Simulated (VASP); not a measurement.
# Ta (P6_3/mmc) in VASP: single point with PBE

Aim: the single point of Ta with PBE.

Everything below comes from runs of VASP 6.6.1. Logs are shortened: lines on timing, memory, paths and dates and some standing lists are left out, and cuts for length are marked.

## 1. The cell of the first run

Symmetry: P6_3/mmc, No. 194, hexagonal system. Conventional cell: a = 2.603 Å, b = 2.603 Å, c = 4.543 Å, α = 90.00°, β = 90.00°, γ = 120.00°. Within 3.4 Å of Ta (site symmetry -6m2) lie 12 Ta at 2.60 to 2.72 Å.

This isn't the form of Ta at room conditions, which is bcc.

## 2. Single point, PBE

INCAR

```
SYSTEM = Ta
PREC = Accurate
ENCUT = 500
EDIFF = 1E-6
ISMEAR = -1
SIGMA = 0.1
LREAL = .False.
LASPH = .True.
NELM = 120
ALGO = Normal
ISIF = 2
LWAVE = .False.
LCHARG = .True.
GGA = PE
LELF = .True.
LVHAR = .True.
NBANDS = 20
GGA_COMPAT = .False.
```

KPOINTS

```
regular mesh
0
Gamma
  17 17 9
  0 0 0
```

POSCAR

```
Ta
1.0
    2.6028865756      0.0000000000      0.0000000000
   -1.3014432878      2.2541658976      0.0000000000
    0.0000000000      0.0000000000      4.5426619004
Ta
2
Direct
    0.3333333333      0.6666666667      0.2500000000
    0.6666666667      0.3333333333      0.7500000000
```

Potentials or basis: VASP PAW PBE potentials, release 64 (Ta_sv_GW).

Started as:

```bash
$ cat potpaw_PBE.64/Ta_sv_GW/POTCAR > POTCAR
$ mpirun -np 1 vasp_std > vasp.out
```

OUTCAR:

```text
SYSTEM = Ta
   PREC = Accurate
   ENCUT = 500
   EDIFF = 1E-6
   ISMEAR = -1
   LREAL = .False.
   LASPH = .True.
   NELM = 120
   ISIF = 2
   GGA = PE

 ion  position               nearest neighbor table
   1  0.333  0.667  0.250-   2 2.72   2 2.72   2 2.72   2 2.72   2 2.72   2 2.72
   2  0.667  0.333  0.750-   1 2.72   1 2.72   1 2.72   1 2.72   1 2.72   1 2.72

  LATTYP: Found a hexagonal cell.
 ALAT       =     2.6028865756
 C/A-ratio  =     1.7452400512

  Lattice vectors:

 A1 = (   2.6028865756,   0.0000000000,   0.0000000000)
 A2 = (  -1.3014432878,   2.2541658976,   0.0000000000)
 A3 = (   0.0000000000,   0.0000000000,   4.5426619004)

Analysis of symmetry for initial positions (statically):
=====================================================================
 Subroutine PRICEL returns:
 Original cell was already a primitive cell.

 Routine SETGRP: Setting up the symmetry group for a
 hexagonal supercell.

 Subroutine GETGRP returns: Found 24 space group operations
 (whereof 12 operations were pure point group operations)
 out of a pool of 24 trial point group operations.

The static configuration has the point symmetry D_3d.
 The point group associated with its full space group is D_6h.

Analysis of symmetry for dynamics (positions and initial velocities):
=====================================================================
 Subroutine PRICEL returns:
 Original cell was already a primitive cell.

 Routine SETGRP: Setting up the symmetry group for a
 hexagonal supercell.

 Subroutine GETGRP returns: Found 24 space group operations
 (whereof 12 operations were pure point group operations)
 out of a pool of 24 trial point group operations.

The dynamic configuration has the point symmetry D_3d.
 The point group associated with its full space group is D_6h.

 Subroutine INISYM returns: Found 24 space group operations
 (whereof 12 operations are pure point group operations),
 and found     1 'primitive' translations

----------------------------------------------------------------------------------------

                                     Primitive cell

  volume of cell :      26.6533

  direct lattice vectors                    reciprocal lattice vectors
     2.602886576  0.000000000  0.000000000     0.384188850  0.221811536  0.000000000
    -1.301443288  2.254165898  0.000000000     0.000000000  0.443623072  0.000000000
     0.000000000  0.000000000  4.542661900     0.000000000  0.000000000  0.220135247

  length of vectors
     2.602886576  2.602886576  4.542661900     0.443623072  0.443623072  0.220135247

  position of ions in fractional coordinates (direct lattice)
     0.333333333  0.666666667  0.250000000
     0.666666667  0.333333333  0.750000000

  ion indices of the primitive-cell ions
   primitive index   ion index
                 1           1
                 2           2

----------------------------------------------------------------------------------------

 KPOINTS: regular mesh

Automatic generation of k-mesh.
 Grid dimensions read from file:
 generate k-points for:   17   17    9

 Generating k-lattice:

  Cartesian coordinates                     Fractional coordinates (reciprocal lattice)
     0.022599344  0.013047737  0.000000000     0.058823529  0.000000000  0.000000000
     0.000000000  0.026095475  0.000000000     0.000000000  0.058823529  0.000000000
     0.000000000  0.000000000  0.024459472     0.000000000  0.000000000  0.111111111

  Length of vectors
     0.026095475  0.026095475  0.024459472

  Shift w.r.t. Gamma in fractional coordinates (k-lattice)
     0.000000000  0.000000000  0.000000000

 Subroutine IBZKPT returns following result:
 ===========================================

 Found    165 irreducible k-points:

 Following reciprocal coordinates:
            Coordinates               Weight
  0.000000  0.000000  0.000000      1.000000
  0.058824  0.000000  0.000000      6.000000
  0.117647  0.000000  0.000000      6.000000
  0.176471  0.000000  0.000000      6.000000
  0.235294  0.000000  0.000000      6.000000
  0.294118  0.000000  0.000000      6.000000
[... 16 lines left out ...]
  0.411765  0.117647  0.000000     12.000000
  0.176471  0.176471  0.000000      6.000000
 [... further k-points ...]
   k-points           NKPTS =    165   k-points in BZ     NKDIM =    165   number of bands    NBANDS=     20
   number of dos      NEDOS =    301   number of ions     NIONS =      2
   total plane-waves  NPLWV =  14400
   dimension x,y,z NGX =    20 NGY =   20 NGZ =   36
   dimension x,y,z NGXF=    40 NGYF=   40 NGZF=   72
   ions per type =               2
   NGX,Y,Z   is equivalent  to a cutoff of  12.77, 12.77, 13.17 a.u.
   NGXF,Y,Z  is equivalent  to a cutoff of  25.55, 25.55, 26.35 a.u.
 SYSTEM =  Ta
   PREC   = accura    normal or accurate (medium, high low for compatibility)
   ISTART =      0    job   : 0-new  1-cont  2-samecut
   ICHARG =      2    charge: 1-file 2-atom 10-const
   ISPIN  =      1    spin polarized calculation?
   LNONCOLLINEAR =      F non collinear calculations
   LSORBIT =      F    spin-orbit coupling
   LASPH  =      T    aspherical Exc in radial PAW
   ENCUT  =  500.0 eV  36.75 Ry    6.06 a.u.   4.75  4.75  8.28*2*pi/ulx,y,z
   NELM   =    120;   NELMIN=  2; NELMDL= -5     # of ELM steps
   EDIFF  = 0.1E-05   stopping-criterion for ELM
   LREAL  =      F    real-space projection
   EDIFFG = 0.1E-04   stopping-criterion for IOM
   NSW    =      0    number of steps for IOM
   IBRION =     -1    ionic relax: 0-MD 1-quasi-New 2-CG
   NFREE  =      0    steps in history (QN), initial steepest desc. (CG)
   ISIF   =      2    stress and relaxation
   ISYM   =      2    0-nonsym 1-usesym 2-fastsym
   POTIM  = 0.5000    time-step for ionic-motion
   TEBEG  =    0.0;   TEEND  =   0.0 temperature during run
   PSTRESS=    0.0 pullay stress
   NELECT =      26.0000    total number of electrons
   NUPDOWN=      -1.0000    fix difference up-down
   EMIN   =  10.00;   EMAX   =-10.00  energy-range for DOS
   EFERMI =   0.00;   METHOD = LEGACY
   ISMEAR =    -1;   SIGMA  =   0.10  broadening in eV -4-tet -1-fermi 0-gaus
   EFERMI_NEDOS =   21; number of points for ismear=-14 and -15
   IALGO  =     38    algorithm
   IMIX   =      4    mixing-type and parameters
     AMIX     =   0.40;   BMIX     =  1.00
     AMIX_MAG =   1.60;   BMIX_MAG =  1.00
  volume/ion in A,a.u.               =      13.33        89.93
  Fermi-wavevector in a.u.,A,eV,Ry     =   1.623611  3.068181 35.866510  2.636114
  Thomas-Fermi vector in A             =   2.717033
   LORBIT       =      0    0 simple, 1 ext, 2 COOP (PROOUT), +10 PAW based schemes
   GGA     = PE    functional components
   LHFCALC =     F    Hartree Fock is set to
   AEXX    =    0.0000 exact exchange contribution
   IVDW    =     0    specifies the selected vdW correction
   LEPSILON=     F    determine dielectric tensor
   LRPA    =     F    only Hartree local field effects (RPA)
 non-spin polarized calculation
  energy-cutoff  :      500.00
  volume of cell :       26.65
 maximum number of plane-waves:       695
 NGX is ok and might be reduce to    20
   NGX =  9   NGY =  9   NGZ = 17

 number of electron      26.0000000 magnetization

 Free energy of the ion-electron system (eV)
  ---------------------------------------------------
  ext. energy  EPLUGINS =         0.00000000
  ---------------------------------------------------
  free energy    TOTEN  =       -24.99119580 eV

  energy without entropy =      -24.93293203  energy(sigma->0) =      -24.96206392

 E-fermi :  15.5778     XC(G=0): -14.7776

 val. band max:       15.5690287798   @ k =   0.2941   0.0588   0.0000
 cond. band min:      15.5834029526   @ k =   0.2941   0.0000   0.3333
 fundamental gap:      0.0143741728
 Fermi energy:        15.5778341652

 k-point     1 :       0.0000    0.0000    0.0000
  band No.  band energies     occupation
      1     -51.6838      2.00000
      2     -51.3885      2.00000
      3     -19.6787      2.00000
      4     -17.0788      2.00000
      5     -17.0012      2.00000
      6     -17.0012      2.00000
[... 12 lines left out ...]
     19      22.7719      0.00000
     20      22.7719      0.00000

 k-point     2 :       0.0588    0.0000    0.0000
  band No.  band energies     occupation
      1     -51.6710      2.00000
      2     -51.3799      2.00000
      3     -19.6472      2.00000
      4     -17.1062      2.00000
      5     -17.0842      2.00000
      6     -17.0304      2.00000
[... 12 lines left out ...]
     19      22.9078      0.00000
     20      23.3756      0.00000

 k-point     3 :       0.1176    0.0000    0.0000
  band No.  band energies     occupation
      1     -51.6337      2.00000
      2     -51.3551      2.00000
      3     -19.5536      2.00000
      4     -17.4001      2.00000
      5     -17.1444      2.00000
      6     -17.1096      2.00000
[... 12 lines left out ...]
     19      23.2096      0.00000
     20      24.6574      0.00000

 k-point     4 :       0.1765    0.0000    0.0000
  band No.  band energies     occupation
      1     -51.5760      2.00000
      2     -51.3180      2.00000
      3     -19.4044      2.00000
      4     -17.8332      2.00000
      5     -17.5687      2.00000
      6     -17.2243      2.00000
[... 12 lines left out ...]
     19      23.5119      0.00000
     20      26.0928      0.00000

 k-point     5 :       0.2353    0.0000    0.0000
  band No.  band energies     occupation
      1     -51.5046      2.00000
      2     -51.2742      2.00000
      3     -19.2105      2.00000
      4     -18.3356      2.00000
      5     -18.0478      2.00000
      6     -17.3564      2.00000
[... 12 lines left out ...]
     19      23.7288      0.00000
     20      27.4500      0.00000
[... 353 lines left out ...]
      6     -17.7782      2.00000
[... 12 lines left out ...]
     19      24.1773      0.00000
     20      28.2431      0.00000

 k-point    22 :       0.3529    0.1176    0.0000
  band No.  band energies     occupation
      1     -51.2776      2.00000
      2     -51.1648      2.00000
      3     -19.4913      2.00000
      4     -19.1427      2.00000
      5     -18.4755      2.00000
      6     -17.9018      2.00000
[... 12 lines left out ...]
     19      25.8547      0.00000
     20      29.1282      0.00000

 k-point    23 :       0.4118    0.1176    0.0000
  band No.  band energies     occupation
      1     -51.2440      2.00000
      2     -51.1568      2.00000
      3     -19.6400      2.00000
      4     -19.2615      2.00000
      5     -18.3338      2.00000
      6     -17.9667      2.00000
[... 12 lines left out ...]
     19      26.9931      0.00000
     20      28.6532      0.00000

 k-point    24 :       0.1765    0.1765    0.0000
  band No.  band energies     occupation
      1     -51.4102      2.00000
      2     -51.2214      2.00000
      3     -18.9347      2.00000
      4     -18.6561      2.00000
      5     -18.6323      2.00000
      6     -17.6079      2.00000
[... 12 lines left out ...]
     19      22.8832      0.00000
     20      28.2339      0.00000

 [... further k-points ...]

------------------------ aborting loop because EDIFF is reached ----------------------------------------

  FORCE on cell =-STRESS in cart. coord.  units (eV):
  Direction    XX          YY          ZZ          XY          YZ          ZX
  --------------------------------------------------------------------------------------
  -------------------------------------------------------------------------------------
  Total       19.7277136     19.7277136     19.7318453      0.0000000      0.0000000      0.0000000
  in kB     1185.8665096   1185.8665096   1186.1148722      0.0000000      0.0000000      0.0000000
  external PRESSURE =    1185.9492972 kB  Pullay stress =       0.0000000 kB

 VOLUME and BASIS-vectors are now :
 -----------------------------------------------------------------------------
  energy-cutoff  :      500.00
  volume of cell :       26.65
      direct lattice vectors                 reciprocal lattice vectors
     2.602886576  0.000000000  0.000000000     0.384188850  0.221811536  0.000000000
    -1.301443288  2.254165898  0.000000000     0.000000000  0.443623072  0.000000000
     0.000000000  0.000000000  4.542661900     0.000000000  0.000000000  0.220135247

 POSITION                                       TOTAL-FORCE (eV/Angst)
 -----------------------------------------------------------------------------------
     -0.00000      1.50278      1.13567         0.000000     -0.000000      0.000000
      1.30144      0.75139      3.40700        -0.000000      0.000000      0.000000
 -----------------------------------------------------------------------------------
    total drift:                                0.000000     -0.000000      0.000000

  FREE ENERGIE OF THE ION-ELECTRON SYSTEM (eV)
  ---------------------------------------------------
  free  energy   TOTEN  =       -24.9911958001 eV

  energy  without entropy=      -24.9329320328  energy(sigma->0) =      -24.96206392
```

Run time: 32 s. Hardware: 1 thread of AMD EPYC 9R45 (Zen 5), shared host; peak memory 0.17 GiB.

What came out:

- Free energy: -24.9912 eV
- Pressure: 118.6 GPa
- Band gap on the k mesh: zero (bands 13 and 14 overlap by 3.67 eV)

Caveat: the cell stands under pressure; spin-orbit coupling is left out, which moves the levels of the heavy elements.
